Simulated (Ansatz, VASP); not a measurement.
# SnO: VASP beside Ansatz

File INCAR:

```
PREC = Accurate
ENCUT = 520
EDIFF = 1E-6
ISMEAR = 0
SIGMA = 0.05
LREAL = F
LASPH = T
NELM = 100
ALGO = Normal
ISIF = 2
LWAVE = F
LCHARG = F
GGA = PS
NBANDS = 28
```

The input KPOINTS:

```
Automatic mesh
0
Gamma
  8 6 8
```

File POSCAR:

```
SnO
1.0
    3.3156061815      0.0000000000      0.0000000000
    0.0000000000      5.7049851891      0.0000000000
    0.0000000000      0.0000000000      3.8941648049
Sn O
2 2
Direct
    0.0373215876      0.2120988324      0.5261742991
    0.5000000000      0.7662107192      0.0261742991
    0.0000000000      0.8853564082      0.7238267009
    0.5000000000      0.1146435918      0.2238267009
```

Input for Ansatz:

```yaml
crystal:
  lattice:
    - [3.3156061815, 0.0, 0.0]
    - [0.0, 5.7049851891, 0.0]
    - [0.0, 0.0, 3.8941648049]
  atoms:
    - { symbol: Sn, position: [0.0373215876, 0.2120988324, 0.5261742991] }
    - { symbol: Sn, position: [0.5, 0.7662107192, 0.0261742991] }
    - { symbol: O, position: [0.0, 0.8853564082, 0.7238267009] }
    - { symbol: O, position: [0.5, 0.1146435918, 0.2238267009] }
basis:
  ecutwfc: 420
kpoints:
  mp_grid: { grid: [8, 6, 8] }
hamiltonian:
  xc: pbesol
scf:
  occupations: { method: gaussian, width: 0.05 }
output:
  forces: true
  stress: true
  eigenvalues: true
```

Alike in both runs: task single point; functional PBEsol; k mesh 8 × 6 × 8; occupations gaussian, width 0.05 eV; no spin polarisation.

|  | VASP | Ansatz |
| --- | --- | --- |
| version | VASP 6.6.1 | Ansatz 0.2.0 |
| potentials or method | VASP PAW PBE potentials, release 64 (Sn_d, O), cutoff 520 eV | scalar-relativistic, plane waves, PAW |
| valence electrons in the cell | 40 | 40 |

Ansatz gave:

* gap on the k mesh at the Fermi level (eV): 1.34
* least direct gap on the mesh (eV): 1.86
* pressure (GPa): 4.8
* traceless stress, the component that is largest in VASP (GPa): -2.36
* rms of the force components (eV/Å): 0.820

Estimate VASP's values.

gap on the k mesh at the Fermi level (eV): 1.32; least direct gap on the mesh (eV): 1.85; pressure (GPa): 5.1; traceless stress, the component that is largest in VASP (GPa): -2.41; rms of the force components (eV/Å): 0.852.

VASP's potentials were made for PBE, not for PBEsol. Atom by atom the forces differ by 0.042 eV/Å (rms over components).
